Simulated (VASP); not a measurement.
# LiIn4 (P-3m1) in VASP: notebook

Runs on LiIn4. Level: PBE. Tasks: single point.

All numbers are computed with VASP 6.6.1; they aren't measurements. Logs are shortened: lines on timing, memory, paths and dates and some standing lists are left out, and cuts for length are marked.

**1. The cell of the first run**

The structure is trigonal, space group P-3m1 (No. 164). The conventional cell has a = 3.385 Å, b = 3.385 Å, c = 12.742 Å, α = 90.00°, β = 90.00°, γ = 120.00°. Li (site symmetry -3m) has 6 In at 3.02 Å and 6 Li at 3.39 Å within 4.0 Å. In (site symmetry 3m) has 12 In at 3.33 to 3.39 Å within 4.4 Å. In (site symmetry 3m) has 3 Li at 3.02 Å and 9 In at 3.33 to 3.39 Å within 4.0 Å.

**2. Single point, PBE**

Input file INCAR:

```
SYSTEM = LiIn4
PREC = Accurate ; ENCUT = 520
EDIFF = 1E-6 ; ISMEAR = 0
SIGMA = 0.2 ; LREAL = .False.
LASPH = .True. ; NELM = 80
ALGO = Fast ; ISIF = 2
LWAVE = .False. ; LCHARG = .False.
GGA = PE ; NBANDS = 66
```

Input file KPOINTS:

```
regular mesh
0
Gamma
  6 6 1
  0 0 0
```

Input file POSCAR:

```
LiIn4
1.0
    3.3852718130      0.0000000000      0.0000000000
   -1.6926359065      2.9317313888      0.0000000000
    0.0000000000      0.0000000000     25.4831244000
Li In
2 8
Direct
    0.0000000000      0.0000000000      0.2500000000
    0.0000000000      0.0000000000      0.7500000000
    0.3333333333      0.6666666667      0.4465195000
    0.3333333333      0.6666666667      0.9465195000
    0.6666666667      0.3333333333      0.0534805000
    0.6666666667      0.3333333333      0.5534805000
    0.3333333333      0.6666666667      0.1594010000
    0.3333333333      0.6666666667      0.6594010000
    0.6666666667      0.3333333333      0.3405990000
    0.6666666667      0.3333333333      0.8405990000
```

Potentials or basis: VASP PAW PBE potentials, release 64 (Li_sv, In_d).

The run is started by

```console
cat potpaw_PBE.64/Li_sv/POTCAR potpaw_PBE.64/In_d/POTCAR > POTCAR
mpirun -np 1 vasp_std > vasp.out
```

OUTCAR:

```text
SYSTEM = LiIn4
   PREC = Accurate
   ENCUT = 520
   EDIFF = 1E-6
   ISMEAR = 0
   LREAL = .False.
   LASPH = .True.
   NELM = 80
   ISIF = 2
   GGA = PE

 ion  position               nearest neighbor table
   1  0.000  0.000  0.250-   7 3.02   9 3.02   9 3.02   7 3.02   9 3.02   7 3.02
   2  0.000  0.000  0.750-   8 3.02  10 3.02  10 3.02   8 3.02  10 3.02   8 3.02
   3  0.333  0.667  0.447-   9 3.33   9 3.33   9 3.33   6 3.35   6 3.35   6 3.35
   4  0.333  0.667  0.947-  10 3.33  10 3.33  10 3.33   5 3.35   5 3.35   5 3.35
   5  0.667  0.333  0.053-   7 3.33   7 3.33   7 3.33   4 3.35   4 3.35   4 3.35
   6  0.667  0.333  0.553-   8 3.33   8 3.33   8 3.33   3 3.35   3 3.35   3 3.35
   7  0.333  0.667  0.159-   1 3.02   1 3.02   1 3.02   5 3.33   5 3.33   5 3.33
   8  0.333  0.667  0.659-   2 3.02   2 3.02   2 3.02   6 3.33   6 3.33   6 3.33
   9  0.667  0.333  0.341-   1 3.02   1 3.02   1 3.02   3 3.33   3 3.33   3 3.33
  10  0.667  0.333  0.841-   2 3.02   2 3.02   2 3.02   4 3.33   4 3.33   4 3.33
[... 7 lines left out ...]
 A1 = (   3.3852718130,   0.0000000000,   0.0000000000)
 A2 = (  -1.6926359065,   2.9317313888,   0.0000000000)
 A3 = (   0.0000000000,   0.0000000000,  25.4831244000)

Analysis of symmetry for initial positions (statically):
=====================================================================
 Subroutine PRICEL returns following result:

  LATTYP: Found a hexagonal cell.
 ALAT       =     3.3852718130
 C/A-ratio  =     3.7638224946

  Lattice vectors:

 A1 = (   3.3852718130,   0.0000000000,   0.0000000000)
 A2 = (  -1.6926359065,   2.9317313888,   0.0000000000)
 A3 = (   0.0000000000,   0.0000000000,  12.7415622000)

   2 primitive cells build up your supercell.

 Routine SETGRP: Setting up the symmetry group for a
 hexagonal supercell.

 Subroutine GETGRP returns: Found 12 space group operations
 (whereof 12 operations were pure point group operations)
 out of a pool of 24 trial point group operations.

The static configuration has the point symmetry D_3d.

Analysis of symmetry for dynamics (positions and initial velocities):
=====================================================================
 Subroutine PRICEL returns following result:

  LATTYP: Found a hexagonal cell.
 ALAT       =     3.3852718130
 C/A-ratio  =     3.7638224946

  Lattice vectors:

 A1 = (   3.3852718130,   0.0000000000,   0.0000000000)
 A2 = (  -1.6926359065,   2.9317313888,   0.0000000000)
 A3 = (   0.0000000000,   0.0000000000,  12.7415622000)

   2 primitive cells build up your supercell.
[... 105 lines left out ...]
   TEBEG  =    0.0;   TEEND  =   0.0 temperature during run
   PSTRESS=    0.0 pullay stress
   NELECT =     110.0000    total number of electrons
   NUPDOWN=      -1.0000    fix difference up-down
   EMIN   =  10.00;   EMAX   =-10.00  energy-range for DOS
   EFERMI =   0.00;   METHOD = LEGACY
   ISMEAR =     0;   SIGMA  =   0.20  broadening in eV -4-tet -1-fermi 0-gaus
   EFERMI_NEDOS =   21; number of points for ismear=-14 and -15
   IALGO  =     68    algorithm
   IMIX   =      4    mixing-type and parameters
     AMIX     =   0.40;   BMIX     =  1.00
     AMIX_MAG =   1.60;   BMIX_MAG =  1.00
  volume/ion in A,a.u.               =      25.29       170.67
  Fermi-wavevector in a.u.,A,eV,Ry     =   1.240363  2.343947 20.932580  1.538501
  Thomas-Fermi vector in A             =   2.374807
   LORBIT       =      0    0 simple, 1 ext, 2 COOP (PROOUT), +10 PAW based schemes
   GGA     = PE    functional components
   LHFCALC =     F    Hartree Fock is set to
   AEXX    =    0.0000 exact exchange contribution
   IVDW    =     0    specifies the selected vdW correction
   LEPSILON=     F    determine dielectric tensor
   LRPA    =     F    only Hartree local field effects (RPA)
 non-spin polarized calculation
 RMM-DIIS sequential band-by-band and
 Gauss-broadening in eV      SIGMA  =   0.20
  energy-cutoff  :      520.00
  volume of cell :      252.91
 maximum number of plane-waves:      6839
 NGX is ok and might be reduce to    28
   NGX = 13   NGY = 13   NGZ = 95

 number of electron     109.9999993 magnetization

 Free energy of the ion-electron system (eV)
  ---------------------------------------------------
  ext. energy  EPLUGINS =         0.00000000
  ---------------------------------------------------
  free energy    TOTEN  =       -25.17963584 eV

  energy without entropy =      -25.07569382  energy(sigma->0) =      -25.12766483

 E-fermi :   6.2036     XC(G=0):  -9.6823

 val. band max:        6.0766897508   @ k =   0.3333   0.1667   0.0000
 cond. band min:       6.2293927996   @ k =   0.3333   0.1667   0.0000
 fundamental gap:      0.1527030488
 Fermi energy:         6.2035679457

 k-point     1 :       0.0000    0.0000    0.0000
  band No.  band energies     occupation
      1     -40.5203      2.00000
      2     -40.5203      2.00000
      3      -8.3869      2.00000
      4      -8.3863      2.00000
      5      -8.3582      2.00000
      6      -8.3566      2.00000
[... 472 lines left out ...]
     65       7.6900      0.00000
     66       8.1044      0.00000

------------------------ aborting loop because EDIFF is reached ----------------------------------------

  FORCE on cell =-STRESS in cart. coord.  units (eV):
  Direction    XX          YY          ZZ          XY          YZ          ZX
  --------------------------------------------------------------------------------------
  -------------------------------------------------------------------------------------
  Total       -0.0592705     -0.0592705     -0.2045187      0.0000000     -0.0000000     -0.0000000
  in kB       -0.3754728     -0.3754728     -1.2956066      0.0000000     -0.0000000     -0.0000000
  external PRESSURE =      -0.6821841 kB  Pullay stress =       0.0000000 kB

 VOLUME and BASIS-vectors are now :
 -----------------------------------------------------------------------------
  energy-cutoff  :      520.00
  volume of cell :      252.91
      direct lattice vectors                 reciprocal lattice vectors
     3.385271813  0.000000000  0.000000000     0.295397255  0.170547685  0.000000000
    -1.692635907  2.931731389  0.000000000     0.000000000  0.341095369  0.000000000
     0.000000000  0.000000000 25.483124400     0.000000000  0.000000000  0.039241656

 POSITION                                       TOTAL-FORCE (eV/Angst)
 -----------------------------------------------------------------------------------
      0.00000      0.00000      6.37078         0.000000      0.000000      0.000000
      0.00000      0.00000     19.11234         0.000000      0.000000     -0.000000
     -0.00000      1.95449     11.37871         0.000000     -0.000000      0.097275
     -0.00000      1.95449     24.12027         0.000000     -0.000000      0.097275
      1.69264      0.97724      1.36285         0.000000      0.000000     -0.097275
      1.69264      0.97724     14.10441         0.000000      0.000000     -0.097275
     -0.00000      1.95449      4.06204         0.000000      0.000000      0.064606
     -0.00000      1.95449     16.80360         0.000000     -0.000000      0.064606
      1.69264      0.97724      8.67953        -0.000000      0.000000     -0.064606
      1.69264      0.97724     21.42109        -0.000000      0.000000     -0.064606
 -----------------------------------------------------------------------------------
    total drift:                                0.000000      0.000000      0.000000

  FREE ENERGIE OF THE ION-ELECTRON SYSTEM (eV)
  ---------------------------------------------------
  free  energy   TOTEN  =       -25.1796358447 eV

  energy  without entropy=      -25.0756938177  energy(sigma->0) =      -25.12766483
```

stdout:

```text
POSCAR found type information on POSCAR LiIn
 POSCAR found :  2 types and      10 ions
 scaLAPACK will be used
 LDA part: xc-table for (Slater+PW92), standard interpolation
 POSCAR, INCAR and KPOINTS ok, starting setup
 FFT: planning ... GRIDC
 FFT: planning ... GRID_SOFT
 FFT: planning ... GRID
 WAVECAR not read
 entering main loop
WARNING in EDDRMM: call to ZHEGV failed, returncode =   6  3     51
WARNING in EDDRMM: call to ZHEGV failed, returncode =   8  4     58
```

Wall time 7.6 min (1 thread of Intel Xeon 6975P-C (Granite Rapids), shared host); peak memory 0.41 GiB.

What came out:

```
Free energy            : -25.1796 eV
Largest force          : 0.097 eV/Å
Band gap on the k mesh : zero (bands 55 and 56 overlap by 2.80 eV)
```

Forces on the atoms (eV/Å):
```
Li   0.000  0.000  0.000
Li   0.000  0.000  0.000
In   0.000  0.000  0.097
In   0.000  0.000  0.097
In   0.000  0.000 -0.097
In   0.000  0.000 -0.097
In   0.000  0.000  0.065
In   0.000  0.000  0.065
In   0.000  0.000 -0.065
In   0.000  0.000 -0.065
```

Caveat: the cutoff is under 1.25 times the usual one of these potentials, so pressure, stress and relaxed cells hold a basis-set (Pulay) error; spin-orbit coupling is left out, which moves the levels of the heavy elements.

[end of part 1 of 2]

The gap in the log of VASP goes by the Fermi energy; the results here count the filled bands.